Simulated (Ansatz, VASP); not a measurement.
## One calculation of GaN, two programs

The input INCAR:

```
PREC     = Accurate       # precision mode
ENCUT    = 520            # plane-wave cutoff, eV
EDIFF    = 1E-7           # SCF threshold, eV
ISMEAR   = 0              # smearing method
SIGMA    = 0.05           # smearing width, eV
LREAL    = False          # projectors in reciprocal space
LASPH    = True           # aspherical terms in the spheres
NELM     = 60             # most SCF steps
ALGO     = Normal         # electronic algorithm
ISIF     = 2              # what is computed and relaxed
LWAVE    = False          # write WAVECAR
LCHARG   = False          # write CHGCAR
GGA      = PE             # functional
NBANDS   = 26             # bands
```

Contents of KPOINTS:

```
Automatic mesh
0
Gamma
  12 12 6
```

File POSCAR:

```
GaN
1.0
    3.1799996605      0.0000000000      0.0000000000
   -1.5899998303      2.7539604900      0.0000000000
    0.0000000000      0.0000000000      5.1660000000
Ga N
2 2
Direct
    0.3333333333      0.6666666667     -0.0232288037
    0.6666666667      0.3333333333      0.5000000000
    0.3333333333      0.6666666667      0.3750000000
    0.6666666667      0.3333333333      0.8750000000
```

Input for Ansatz:

```yaml
crystal:
  lattice:
    - [3.1799996605, 0.0, 0.0]
    - [-1.5899998303, 2.75396049, 0.0]
    - [0.0, 0.0, 5.166]
  atoms:
    - { symbol: Ga, position: [0.3333333333, 0.6666666667, -0.0232288037] }
    - { symbol: Ga, position: [0.6666666667, 0.3333333333, 0.5] }
    - { symbol: "N", position: [0.3333333333, 0.6666666667, 0.375] }
    - { symbol: "N", position: [0.6666666667, 0.3333333333, 0.875] }
basis:
  ecutwfc: 420
kpoints:
  mp_grid: { grid: [12, 12, 6] }
hamiltonian:
  xc: pbe
scf:
  occupations: { method: gaussian, width: 0.05 }
output:
  forces: true
  stress: true
  eigenvalues: true
```

Alike in both runs: task single point; functional PBE; k mesh 12 × 12 × 6; occupations gaussian, width 0.05 eV; no spin polarisation.

```csv
,VASP,Ansatz
version,VASP 6.6.1,Ansatz 0.2.0
potentials or method,"VASP PAW PBE potentials, release 64 (Ga_d, N), cutoff 520 eV","scalar-relativistic, plane waves, PAW"
valence electrons in the cell,36,36
```

```tsv
	VASP	Ansatz	Ansatz less VASP
gap on the k mesh at the Fermi level (eV)	1.88	1.87	-0.007
least direct gap on the mesh (eV)	1.88	1.87	-0.007
pressure (GPa)	8.0	8.0	-0.01
traceless stress, the component that is largest in VASP (GPa)	-2.50	-2.58	-0.088
rms of the force components (eV/Å)	0.658	0.658	+0.0002
```

Atom by atom the forces differ by 0.004 eV/Å (rms over components).
